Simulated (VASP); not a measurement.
# Mg3CdS2 (P6mm) in VASP: a series of runs

Mg3CdS2 is run at these levels: PBE; tasks: single point, relaxation of cell and atoms.

Everything below comes from runs of VASP 6.6.1. Logs are shortened: lines on timing, memory, paths and dates and some standing lists are left out, and cuts for length are marked.

### 1 The cell of the first run

The structure is hexagonal, space group P6mm (No. 183). Conventional cell: a = 5.788 Å, b = 5.788 Å, c = 4.275 Å, α = 90.00°, β = 90.00°, γ = 120.00°. Within 3.6 Å of Mg (site symmetry 2mm) lie 4 S at 2.71 to 2.72 Å and 4 Mg at 2.89 Å and 2 Cd at 3.01 Å. Cd (site symmetry 6mm) has 6 Mg at 3.01 Å and 6 S at 3.58 Å within 4.0 Å. Within 3.6 Å of S (site symmetry 3m) lie 6 Mg at 2.71 to 2.72 Å and 3 S at 3.34 Å and 3 Cd at 3.58 Å.

### 2 Single point, PBE

Input file INCAR:

```
SYSTEM = Mg3CdS2
PREC = Accurate ; ENCUT = 520
EDIFF = 1E-6 ; ISMEAR = 0
SIGMA = 0.1 ; LREAL = .FALSE.
LASPH = .TRUE. ; NELM = 80
ALGO = Normal ; ISIF = 2
LWAVE = .FALSE. ; LCHARG = .TRUE.
GGA = PE ; LELF = .TRUE.
LVHAR = .TRUE. ; NBANDS = 24
```

Input file KPOINTS:

```
regular mesh
0
G
  3 3 4
  0 0 0
```

Input file POSCAR:

```
Mg3CdS2
1.0
    5.7878139000      0.0000000000      0.0000000000
   -2.8939069500      5.0123938700      0.0000000000
    0.0000000000      0.0000000000      4.2747729100
Mg Cd S
3 1 2
Direct
    0.0000000000      0.5000000000      0.9950230700
    0.5000000000      0.0000000000      0.9950230700
    0.5000000000      0.5000000000      0.9950230700
    0.0000000000      0.0000000000      0.1926302600
    0.6666666700      0.3333333300      0.4961477200
    0.3333333300      0.6666666700      0.4961477200
```

Potentials or basis: VASP PAW PBE potentials, release 64 (Mg, Cd, S).

On the command line:

```console
$ cat potpaw_PBE.64/Mg/POTCAR potpaw_PBE.64/Cd/POTCAR potpaw_PBE.64/S/POTCAR > POTCAR
$ mpirun -np 1 vasp_std > vasp.out
```

OUTCAR:

```text
SYSTEM = Mg3CdS2
   PREC = Accurate
   ENCUT = 520
   EDIFF = 1E-6
   ISMEAR = 0
   LREAL = .FALSE.
   LASPH = .TRUE.
   NELM = 80
   ISIF = 2
   GGA = PE

 ion  position               nearest neighbor table
   1  0.000  0.500  0.995-   5 2.71   6 2.71   5 2.72   6 2.72   3 2.89   3 2.89   2 2.89   2 2.89
                             4 3.01   4 3.01
   2  0.500  0.000  0.995-   5 2.71   6 2.71   5 2.72   6 2.72   1 2.89   3 2.89   3 2.89   1 2.89
                             4 3.01   4 3.01
   3  0.500  0.500  0.995-   5 2.71   6 2.71   5 2.72   6 2.72   1 2.89   1 2.89   2 2.89   2 2.89
                             4 3.01   4 3.01
   4  0.000  0.000  0.193-   2 3.01   2 3.01   3 3.01   1 3.01   1 3.01   3 3.01
   5  0.667  0.333  0.496-   1 2.71   2 2.71   3 2.71   1 2.72   2 2.72   3 2.72
   6  0.333  0.667  0.496-   1 2.71   2 2.71   3 2.71   1 2.72   2 2.72   3 2.72

  LATTYP: Found a hexagonal cell.
 ALAT       =     5.7878139000
 C/A-ratio  =     0.7385816102

  Lattice vectors:

 A1 = (   5.7878139000,   0.0000000000,   0.0000000000)
 A2 = (  -2.8939069500,   5.0123938700,   0.0000000000)
 A3 = (   0.0000000000,   0.0000000000,   4.2747729100)

Analysis of symmetry for initial positions (statically):
=====================================================================
 Subroutine PRICEL returns:
 Original cell was already a primitive cell.

 Routine SETGRP: Setting up the symmetry group for a
 hexagonal supercell.

 Subroutine GETGRP returns: Found 12 space group operations
 (whereof 12 operations were pure point group operations)
 out of a pool of 24 trial point group operations.

The static configuration has the point symmetry C_6v.

Analysis of symmetry for dynamics (positions and initial velocities):
=====================================================================
 Subroutine PRICEL returns:
 Original cell was already a primitive cell.

 Routine SETGRP: Setting up the symmetry group for a
 hexagonal supercell.

 Subroutine GETGRP returns: Found 12 space group operations
 (whereof 12 operations were pure point group operations)
 out of a pool of 24 trial point group operations.

The dynamic configuration has the point symmetry C_6v.

 Subroutine INISYM returns: Found 12 space group operations
 (whereof 12 operations are pure point group operations),
 and found     1 'primitive' translations

----------------------------------------------------------------------------------------

                                     Primitive cell

  volume of cell :     124.0146

  direct lattice vectors                    reciprocal lattice vectors
     5.787813900  0.000000000  0.000000000     0.172776806  0.099752736  0.000000000
    -2.893906950  5.012393870  0.000000000     0.000000000  0.199505471  0.000000000
     0.000000000  0.000000000  4.274772910     0.000000000  0.000000000  0.233930555

  length of vectors
     5.787813900  5.787813900  4.274772910     0.199505471  0.199505471  0.233930555

  position of ions in fractional coordinates (direct lattice)
     1.000000000  0.500000000  0.995023070
     0.500000000  0.000000000  0.995023070
     0.500000000  0.500000000  0.995023070
     0.000000000  0.000000000  0.192630260
     0.666666670  0.333333330  0.496147720
     0.333333330  0.666666670  0.496147720

  ion indices of the primitive-cell ions
   primitive index   ion index
                 1           1
                 2           2
                 3           3
                 4           4
                 5           5
                 6           6

----------------------------------------------------------------------------------------

 KPOINTS: regular mesh

Automatic generation of k-mesh.
 Grid dimensions read from file:
 generate k-points for:    3    3    4

 Generating k-lattice:

  Cartesian coordinates                     Fractional coordinates (reciprocal lattice)
     0.057592269  0.033250912  0.000000000     0.333333333 -0.000000000  0.000000000
     0.000000000  0.066501824  0.000000000     0.000000000  0.333333333  0.000000000
     0.000000000  0.000000000  0.058482639     0.000000000  0.000000000  0.250000000

  Length of vectors
     0.066501824  0.066501824  0.058482639

  Shift w.r.t. Gamma in fractional coordinates (k-lattice)
     0.000000000  0.000000000  0.000000000

 Subroutine IBZKPT returns following result:
 ===========================================

 Found      9 irreducible k-points:

 Following reciprocal coordinates:
            Coordinates               Weight
  0.000000  0.000000  0.000000      1.000000
  0.333333  0.000000  0.000000      6.000000
  0.333333  0.333333  0.000000      2.000000
  0.000000  0.000000  0.250000      2.000000
  0.333333  0.000000  0.250000     12.000000
  0.333333  0.333333  0.250000      4.000000
  0.000000  0.000000  0.500000      1.000000
  0.333333  0.000000  0.500000      6.000000
  0.333333  0.333333  0.500000      2.000000
   k-points           NKPTS =      9   k-points in BZ     NKDIM =      9   number of bands    NBANDS=     24
   number of dos      NEDOS =    301   number of ions     NIONS =      6
   total plane-waves  NPLWV =  73728
   dimension x,y,z NGX =    48 NGY =   48 NGZ =   32
   dimension x,y,z NGXF=    96 NGYF=   96 NGZF=   64
   ions per type =               3   1   2
   NGX,Y,Z   is equivalent  to a cutoff of  13.79, 13.79, 12.44 a.u.
   NGXF,Y,Z  is equivalent  to a cutoff of  27.57, 27.57, 24.89 a.u.
 SYSTEM =  Mg3CdS2
   PREC   = accura    normal or accurate (medium, high low for compatibility)
   ISTART =      0    job   : 0-new  1-cont  2-samecut
   ICHARG =      2    charge: 1-file 2-atom 10-const
   ISPIN  =      1    spin polarized calculation?
   LNONCOLLINEAR =      F non collinear calculations
   LSORBIT =      F    spin-orbit coupling
   LASPH  =      T    aspherical Exc in radial PAW
   ENCUT  =  520.0 eV  38.22 Ry    6.18 a.u.  10.76 10.76  7.95*2*pi/ulx,y,z
   NELM   =     80;   NELMIN=  2; NELMDL= -5     # of ELM steps
   EDIFF  = 0.1E-05   stopping-criterion for ELM
   LREAL  =      F    real-space projection
   EDIFFG = 0.1E-04   stopping-criterion for IOM
   NSW    =      0    number of steps for IOM
   IBRION =     -1    ionic relax: 0-MD 1-quasi-New 2-CG
   NFREE  =      0    steps in history (QN), initial steepest desc. (CG)
   ISIF   =      2    stress and relaxation
   ISYM   =      2    0-nonsym 1-usesym 2-fastsym
   POTIM  = 0.5000    time-step for ionic-motion
   TEBEG  =    0.0;   TEEND  =   0.0 temperature during run
   PSTRESS=    0.0 pullay stress
   NELECT =      30.0000    total number of electrons
   NUPDOWN=      -1.0000    fix difference up-down
   EMIN   =  10.00;   EMAX   =-10.00  energy-range for DOS
   EFERMI =   0.00;   METHOD = LEGACY
   ISMEAR =     0;   SIGMA  =   0.10  broadening in eV -4-tet -1-fermi 0-gaus
   EFERMI_NEDOS =   21; number of points for ismear=-14 and -15
   IALGO  =     38    algorithm
   IMIX   =      4    mixing-type and parameters
     AMIX     =   0.40;   BMIX     =  1.00
     AMIX_MAG =   1.60;   BMIX_MAG =  1.00
  volume/ion in A,a.u.               =      20.67       139.48
  Fermi-wavevector in a.u.,A,eV,Ry     =   1.020057  1.927628 14.157075  1.040516
  Thomas-Fermi vector in A             =   2.153605
   LORBIT       =      0    0 simple, 1 ext, 2 COOP (PROOUT), +10 PAW based schemes
   GGA     = PE    functional components
   LHFCALC =     F    Hartree Fock is set to
   AEXX    =    0.0000 exact exchange contribution
   IVDW    =     0    specifies the selected vdW correction
   LEPSILON=     F    determine dielectric tensor
   LRPA    =     F    only Hartree local field effects (RPA)
 non-spin polarized calculation
 Gauss-broadening in eV      SIGMA  =   0.10
  energy-cutoff  :      520.00
  volume of cell :      124.01
 maximum number of plane-waves:      3375
 NGX is ok and might be reduce to    48
   NGX = 21   NGY = 21   NGZ = 15

 number of electron      30.0000001 magnetization

 Free energy of the ion-electron system (eV)
  ---------------------------------------------------
  ext. energy  EPLUGINS =         0.00000000
  ---------------------------------------------------
  free energy    TOTEN  =       -15.40239985 eV

  energy without entropy =      -15.36608962  energy(sigma->0) =      -15.38424474

 E-fermi :   3.9121     XC(G=0):  -9.3428

 val. band max:        3.9096198955   @ k =   0.3333   0.0000   0.2500
 cond. band min:       3.9932928116   @ k =   0.3333   0.0000   0.0000
 fundamental gap:      0.0836729161
 Fermi energy:         3.9121401410

 k-point     1 :       0.0000    0.0000    0.0000
  band No.  band energies     occupation
      1      -9.8318      2.00000
      2      -8.5731      2.00000
      3      -5.1097      2.00000
      4      -5.1097      2.00000
      5      -5.0567      2.00000
      6      -4.9879      2.00000
[... 16 lines left out ...]
     23       8.9783      0.00000
     24      10.1097      0.00000

 k-point     2 :       0.3333    0.0000    0.0000
  band No.  band energies     occupation
      1      -9.5910      2.00000
      2      -8.8848      2.00000
      3      -5.0830      2.00000
      4      -5.0615      2.00000
      5      -5.0550      2.00000
      6      -4.9939      2.00000
[... 16 lines left out ...]
     23       9.4622      0.00000
     24      10.0809      0.00000

 k-point     3 :       0.3333    0.3333    0.0000
  band No.  band energies     occupation
      1      -9.2519      2.00000
      2      -9.2519      2.00000
      3      -5.0610      2.00000
      4      -5.0610      2.00000
      5      -5.0564      2.00000
      6      -4.9928      2.00000
[... 16 lines left out ...]
     23       9.5218      0.00000
     24       9.5218      0.00000

 k-point     4 :       0.0000    0.0000    0.2500
  band No.  band energies     occupation
      1      -9.6661      2.00000
      2      -8.4844      2.00000
      3      -5.1004      2.00000
      4      -5.1004      2.00000
      5      -5.0360      2.00000
      6      -5.0092      2.00000
[... 16 lines left out ...]
     23       9.3975      0.00000
     24      11.7894      0.00000

 k-point     5 :       0.3333    0.0000    0.2500
  band No.  band energies     occupation
      1      -9.4410      2.00000
      2      -8.7750      2.00000
      3      -5.0778      2.00000
      4      -5.0703      2.00000
      5      -5.0323      2.00000
      6      -5.0128      2.00000
[... 16 lines left out ...]
     23       9.8443      0.00000
     24      10.6105      0.00000

 k-point     6 :       0.3333    0.3333    0.2500
  band No.  band energies     occupation
      1      -9.1218      2.00000
      2      -9.1218      2.00000
      3      -5.0701      2.00000
      4      -5.0701      2.00000
      5      -5.0232      2.00000
      6      -5.0079      2.00000
[... 16 lines left out ...]
     23       9.8562      0.00000
     24       9.8562      0.00000

 k-point     7 :       0.0000    0.0000    0.5000
  band No.  band energies     occupation
      1      -9.4780      2.00000
      2      -8.3898      2.00000
      3      -5.0912      2.00000
      4      -5.0912      2.00000
      5      -5.0340      2.00000
      6      -5.0301      2.00000
[... 16 lines left out ...]
     23       9.6529      0.00000
     24      11.2146      0.00000

 k-point     8 :       0.3333    0.0000    0.5000
  band No.  band energies     occupation
      1      -9.2733      2.00000
      2      -8.6558      2.00000
      3      -5.0835      2.00000
      4      -5.0725      2.00000
      5      -5.0421      2.00000
      6      -5.0355      2.00000
[... 16 lines left out ...]
     23       9.3168      0.00000
     24      10.5856      0.00000

 k-point     9 :       0.3333    0.3333    0.5000
  band No.  band energies     occupation
      1      -8.9784      2.00000
      2      -8.9784      2.00000
      3      -5.0843      2.00000
      4      -5.0843      2.00000
      5      -5.0216      2.00000
      6      -5.0216      2.00000
[... 16 lines left out ...]
     23       9.5380      0.00000
     24      10.5390      0.00000

------------------------ aborting loop because EDIFF is reached ----------------------------------------

  FORCE on cell =-STRESS in cart. coord.  units (eV):
  Direction    XX          YY          ZZ          XY          YZ          ZX
  --------------------------------------------------------------------------------------
  -------------------------------------------------------------------------------------
  Total        6.8380231      6.8380231     -7.7870173      0.0000000     -0.0000000      0.0000000
  in kB       88.3422284     88.3422284   -100.6025349      0.0000000     -0.0000000      0.0000000
  external PRESSURE =      25.3606407 kB  Pullay stress =       0.0000000 kB

 VOLUME and BASIS-vectors are now :
 -----------------------------------------------------------------------------
  energy-cutoff  :      520.00
  volume of cell :      124.01
      direct lattice vectors                 reciprocal lattice vectors
     5.787813900  0.000000000  0.000000000     0.172776806  0.099752736  0.000000000
    -2.893906950  5.012393870  0.000000000     0.000000000  0.199505471  0.000000000
     0.000000000  0.000000000  4.274772910     0.000000000  0.000000000  0.233930555

 POSITION                                       TOTAL-FORCE (eV/Angst)
 -----------------------------------------------------------------------------------
     -1.44695      2.50620      4.25350        -0.000000     -0.000000     -0.124837
      2.89391      0.00000      4.25350        -0.000000      0.000000     -0.124837
      1.44695      2.50620      4.25350        -0.000000     -0.000000     -0.124837
      0.00000      0.00000      0.82345        -0.000000     -0.000000     -0.515077
      2.89391      1.67080      2.12092        -0.000000     -0.000000      0.444794
     -0.00000      3.34160      2.12092         0.000000      0.000000      0.444794
 -----------------------------------------------------------------------------------
    total drift:                                0.000000      0.000000      0.000687

  FREE ENERGIE OF THE ION-ELECTRON SYSTEM (eV)
  ---------------------------------------------------
  free  energy   TOTEN  =       -15.4023998509 eV

  energy  without entropy=      -15.3660896191  energy(sigma->0) =      -15.38424474
```

Wall time 38 s (1 thread of Intel Xeon Platinum 8488C (Sapphire Rapids), shared host); peak memory 0.26 GiB.

Results:

* Free energy: -15.4024 eV
* Pressure: 2.5 GPa
* Largest force: 0.515 eV/Å
* Band gap on the k mesh: zero (band 15 reaches 4.70 eV, above the bottom of band 16 at 2.84 eV)

Forces in eV/Å, atoms in the order of the input:
```
Mg   0.000  0.000 -0.125
Mg   0.000  0.000 -0.125
Mg   0.000  0.000 -0.125
Cd   0.000  0.000 -0.515
S    0.000  0.000  0.445
S    0.000  0.000  0.445
```

Stress tensor (GPa, compression positive):
```
  8.83   0.00   0.00
  0.00   8.83   0.00
  0.00   0.00 -10.06
```

Caveat: the k points lie up to 0.42 Å⁻¹ apart.

(Part 1 of 2 ends here.)
